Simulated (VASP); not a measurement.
Write the native input for VASP 6.6.1 that does the following.

```yaml
Task: single point
Functional: LDA
Potentials_or_basis: VASP PAW LDA potentials, release 64 (B, N)
Cutoff: 600 eV
k_mesh: 12 × 12 × 6
Occupations: gaussian, width 0.05 eV
Spin: no spin polarisation
Dipole_correction: no
Further_INCAR_settings: ALGO = Normal; EDIFF = 1e-06; NBANDS = 16
```

The structure of BN lies in POSCAR:

```
BN
1.0
    2.5570138490      0.0000000000      0.0000000000
   -1.2785069245      2.2144389511      0.0000000000
    0.0000000000      0.0000000000      4.0637367949
B N
2 2
Direct
    0.6666666667      0.3333333333      1.0004328682
    0.3333333333      0.6666666667      0.5004328682
    0.6666666667      0.3333333333      0.6245671318
    0.3333333333      0.6666666667      0.1245671318
```

This cell differs from its parent crystal: strain +e along x and -e along y +0.0000, strain +e along z and -e/2 along x and y -0.0267.

These files were run (other wordings do the same):

INCAR

```
PREC     = Accurate       # precision mode
ENCUT    = 600            # plane-wave cutoff, eV
EDIFF    = 1E-6           # SCF threshold, eV
ISMEAR   = 0              # smearing method
SIGMA    = 0.05           # smearing width, eV
LREAL    = F              # projectors in reciprocal space
LASPH    = T              # aspherical terms in the spheres
NELM     = 120            # most SCF steps
ALGO     = Normal         # electronic algorithm
ISIF     = 2              # what is computed and relaxed
LWAVE    = F              # write WAVECAR
LCHARG   = F              # write CHGCAR
NBANDS   = 16             # bands
GGA_COMPAT= F
```

KPOINTS

```
Automatic mesh
0
Gamma
  12 12 6
```

Potentials or basis: VASP PAW LDA potentials, release 64 (B, N).

Command:

```bash
$ cat potpaw_LDA.64/B/POTCAR potpaw_LDA.64/N/POTCAR > POTCAR
$ mpirun -np 1 vasp_std > vasp.out
```

It gave:

The pressure is 1.8 GPa. The largest force is 0.007 eV/Å and the band gap on the k mesh is 5.13 eV (least direct gap 8.00 eV).

Caveat: the cell differs from its parent crystal (strain +e along x and -e along y +0.0000, strain +e along z and -e/2 along x and y -0.0267).

It took 38 s on 1 thread of Intel Xeon 8259CL, on a shared host, peak memory 0.14 GiB.
